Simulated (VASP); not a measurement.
Set up this calculation in VASP 6.6.1, as the native input.

```
Task                   : single point
Functional             : PBE
Potentials or basis    : VASP PAW PBE potentials, release 64 (Si, Au)
Cutoff                 : 520 eV
k mesh                 : 2 × 2 × 2
Occupations            : fermi-dirac, width 0.05 eV
Spin                   : collinear spin
Starting moments       : [0.0, 0.0, 0.0, 0.0, 0.0, 0.0, 0.0, 0.0, 0.0, 0.0, 0.0, 0.0, 0.0, 0.0, 0.0, 0.0, 1.0] μB
Dipole correction      : no
Further INCAR settings : LREAL = Auto; ALGO = Normal; EDIFF = 1e-06; NBANDS = 56
```

The structure of Si16Au (a cell with a defect) lies in POSCAR:

```
Si16Au
1.0
    0.0000000000      5.4300000000      5.4300000000
    5.4300000000      0.0000000000      5.4300000000
    5.4300000000      5.4300000000      0.0000000000
Si Au
16 1
Direct
    0.0011580741     -0.0214731147      0.0019998577
    0.1461587310      0.0627755945      0.1455272615
    0.0013486728     -0.0214658767      0.5183040235
    0.1108963112      0.1276272779      0.6308273516
    0.0238336260      0.4330276804      0.0216056345
    0.1154738711      0.6073751699      0.1160586442
   -0.0311254588      0.4987845085      0.5164945184
    0.1159517333      0.6073581346      0.6611447656
    0.5193902415     -0.0242382837      0.0022838039
    0.6297993283      0.1250058916      0.1136956790
    0.4841773986      0.0422816025      0.4867408724
    0.6299964537      0.1250238949      0.6312223824
    0.5167262721      0.4960981186     -0.0297767357
    0.6627490757      0.6046727116      0.1159617138
    0.5172613297      0.4961150475      0.5163339584
    0.6081644487      0.6715816883      0.6100826796
    0.3170082707      0.5487830642      0.3171030392
```

These files were run (other wordings do the same):

INCAR

```
SYSTEM = Si16Au
ALGO = Normal
EDIFF = 1E-6
ENCUT = 520
GGA = PE
ISIF = 2
ISMEAR = -1
ISPIN = 2
LASPH = .True.
LCHARG = .False.
LMAXMIX = 4
LORBIT = 11
LREAL = Auto
LWAVE = .False.
MAGMOM = 0 0 0 0 0 0 0 0 0 0 0 0 0 0 0 0 1
NBANDS = 56
NELM = 150
PREC = Accurate
SIGMA = 0.05
```

KPOINTS

```
k-points
0
Gamma
  2 2 2
  0 0 0
```

Potentials or basis: VASP PAW PBE potentials, release 64 (Si, Au).

The run is started by

```bash
$ cat potpaw_PBE.64/Si/POTCAR potpaw_PBE.64/Au/POTCAR > POTCAR
$ mpirun -np 1 vasp_std > vasp.out
```

It gave:

The pressure is 6.5 GPa and the largest force is 0.024 eV/Å. The net moment is 0.00 μB per cell and the valence electrons inside the program's atomic spheres are Si 1.70, 1.69, 1.71, 1.68 (each value once); Au 10.05.

Caveat: the k points lie up to 0.50 Å⁻¹ apart.

It took 9.4 min on 1 thread of Intel(R) Xeon(R) Platinum 8259CL CPU @ 2.50GHz (Skylake/Cascade Lake), with other jobs on the host, peak memory 0.72 GiB.
